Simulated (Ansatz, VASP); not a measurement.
## One calculation of Sb, two programs

INCAR

```
  PREC = Accurate
  ENCUT = 520
  EDIFF = 1E-6
  ISMEAR = -1
  SIGMA = 0.05
  LREAL = False
  LASPH = True
  NELM = 60
  ALGO = Normal
  ISIF = 2
  LWAVE = False
  LCHARG = False
  GGA = PE
  NBANDS = 8
```

The input KPOINTS:

```
regular mesh
0
Gamma
  12 12 12
```

File POSCAR:

```
Sb
1.0
    0.0000000000      2.2659246546      2.2659246546
    2.2659246546      0.0000000000      2.2659246546
    2.2659246546      2.2659246546      0.0000000000
Sb
1
Direct
    0.0000000000      0.0000000000      0.0000000000
```

Input for Ansatz:

```yaml
crystal:
  lattice:
    - [0.0, 2.2659246546, 2.2659246546]
    - [2.2659246546, 0.0, 2.2659246546]
    - [2.2659246546, 2.2659246546, 0.0]
  atoms:
    - { symbol: Sb, position: [0.0, 0.0, 0.0] }
kpoints:
  mp_grid: { grid: [12, 12, 12] }
scf:
  occupations: { method: fermi_dirac, width: 0.05 }
hamiltonian:
  xc: pbe
  pseudopotentials: { kind: all_electron, lapw: { basis_error: 0.001 } }
output:
  forces: true
  stress: true
  eigenvalues: true
```

Change from the starting cell: volume scaled by 0.95.

Alike in both runs: task single point; functional PBE; k mesh 12 × 12 × 12; occupations fermi-dirac, width 0.05 eV; no spin polarisation.

|  | VASP | Ansatz |
| --- | --- | --- |
| version | VASP 6.6.1 | Ansatz 0.2.0 |
| potentials or method | VASP PAW PBE potentials, release 64 (Sb), cutoff 520 eV | all-electron LAPW, scalar-relativistic |

```tsv
	VASP	Ansatz	Ansatz less VASP
pressure (GPa)	14.0	14.1	+0.11
```

Ansatz ran all-electron here, and VASP with PAW potentials.

Spin-orbit coupling is off throughout.
